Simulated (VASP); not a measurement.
## BaTe: single point with PBE

Crystal: BaTe.

```
Ba Te
1.0
     4.89505    0.00000    0.00000
    -2.44752    4.23924    0.00000
     0.00000    0.00000    8.59095
Ba Te
2 2
Direct
  0.00000 0.00000 0.00000
  0.00000 0.00000 0.50000
  0.33333 0.66667 0.25000
  0.66667 0.33333 0.75000
```

| Property | Result |
| --- | --- |
| Program | VASP 6.6.1 |
| Task | single point |
| Functional | PBE |
| Potentials or basis | VASP PAW PBE potentials, release 64 (Ba_sv, Te) |
| Cutoff | 520 eV |
| k mesh | 6 × 6 × 4 |
| Occupations | gaussian, width 0.01 eV |
| Spin | no spin polarisation |

```yaml
Pressure: 0.4 GPa
Band_gap_on_the_k_mesh: 1.67 eV, indirect (least direct gap 1.71 eV)
```

Levels at points of the mesh, in eV from the valence-band top:
| k point | band 13 | band 14 | band 15 | band 16 | band 17 | band 18 | band 19 | band 20 |
| --- | --- | --- | --- | --- | --- | --- | --- | --- |
| (0.00, 0.00, 0.00) | -0.97 | -0.25 | 0.00 | 0.00 | 1.71 | 2.72 | 3.05 | 3.05 |
| (0.50, 0.00, 0.00) | -1.10 | -1.06 | -0.77 | -0.37 | 1.67 | 2.97 | 4.43 | 4.52 |
| (0.00, 0.00, 0.50) | -0.57 | -0.57 | -0.57 | -0.57 | 2.98 | 2.98 | 3.56 | 3.56 |
| (0.50, 0.00, 0.50) | -1.00 | -1.00 | -0.76 | -0.76 | 2.47 | 2.47 | 4.16 | 4.16 |

Run time: 60 s on 1 thread of Intel(R) Xeon(R) Platinum 8488C (Sapphire Rapids), with other jobs on the host, peak memory 0.31 GiB.

Caveat: spin-orbit coupling is left out, which moves the levels of the heavy elements. As with any semilocal functional, this PBE gap is likely too small.
